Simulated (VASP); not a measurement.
Input of a VASP 6.6.1 run:

The input INCAR:

```
SYSTEM = Cu
PREC     = Accurate       ! precision mode
ENCUT    = 600            ! plane-wave cutoff, eV
EDIFF    = 1E-6           ! SCF threshold, eV
ISMEAR   = -1             ! smearing method
SIGMA    = 0.1            ! smearing width, eV
LREAL    = .False.        ! projectors in reciprocal space
LASPH    = .True.         ! aspherical terms in the spheres
NELM     = 120            ! most SCF steps
ALGO     = Normal         ! electronic algorithm
ISIF     = 2              ! what is computed and relaxed
LWAVE    = .False.        ! write WAVECAR
LCHARG   = .False.        ! write CHGCAR
GGA      = PE             ! functional
NBANDS   = 18             ! bands
GGA_COMPAT= .False.
```

File KPOINTS:

```
regular mesh
0
Gamma
  3 3 2
  0 0 0
```

POSCAR

```
Cu
1.0
    2.5340966700      0.0000000000      0.0000000000
   -1.2670483300      2.1945920900      0.0000000000
    0.0000000000      0.0000000000      4.1125710000
Cu
2
Direct
    0.3333333333      0.6666666667      0.2500000000
    0.6666666667      0.3333333333      0.7500000000
```

Potentials or basis: VASP PAW PBE potentials, release 64 (Cu).

Launch:

```bash
$ cat potpaw_PBE.64/Cu/POTCAR > POTCAR
$ mpirun -np 1 vasp_std > vasp.out
```

(1) Predict the pressure.

(2) Predict the band gap on the k mesh.

## Answers

(1) 6.9 GPa.

(2) zero (band 11 reaches 12.08 eV, above the bottom of band 12 at 5.94 eV).

Caveat: the k points lie up to 0.95 Å⁻¹ apart.
